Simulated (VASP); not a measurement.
Input of a VASP 6.6.1 run:

The input INCAR:

```
PREC = Accurate
ENCUT = 520
EDIFF = 1E-7
ISMEAR = 0
SIGMA = 0.1
LREAL = F
LASPH = T
NELM = 100
ALGO = Normal
ISIF = 2
LWAVE = F
LCHARG = T
GGA = PS
LELF = T
LVHAR = T
NBANDS = 30
```

KPOINTS

```
regular mesh
0
Gamma
  8 8 12
```

The input POSCAR:

```
Sc
1.0
    5.3360216375      0.0000000000      0.0000000000
    0.0000000000      5.3360216375      0.0000000000
    0.0000000000      0.0000000000      3.4833675881
Sc
4
Direct
    0.5000000000      0.5000000000      0.0000000000
    0.0000000000      0.0000000000      0.0000000000
    0.5000000000      0.0000000000      0.4914957684
    0.0000000000      0.5000000000      0.5085042316
```

Potentials or basis: VASP PAW PBE potentials, release 64 (Sc_sv).

Run with:

```bash
$ cat potpaw_PBE.64/Sc_sv/POTCAR > POTCAR
$ mpirun -np 1 vasp_std > vasp.out
```

Q: Estimate the largest force.

A: 0.059 eV/Å.

Q: Predict the band gap on the k mesh.

A: Zero (bands 22 and 23 overlap by 0.77 eV).

Q: Predict the pressure.

A: -2.0 GPa.

Forces on the atoms (eV/Å):
```
Sc   0.000  0.000  0.000
Sc   0.000  0.000  0.000
Sc   0.000  0.000  0.059
Sc   0.000  0.000 -0.059
```

Caveat: the cell differs from its parent crystal (strained and its atoms moved); the PAW data sets were made with another functional, which shifts forces and pressure a little.
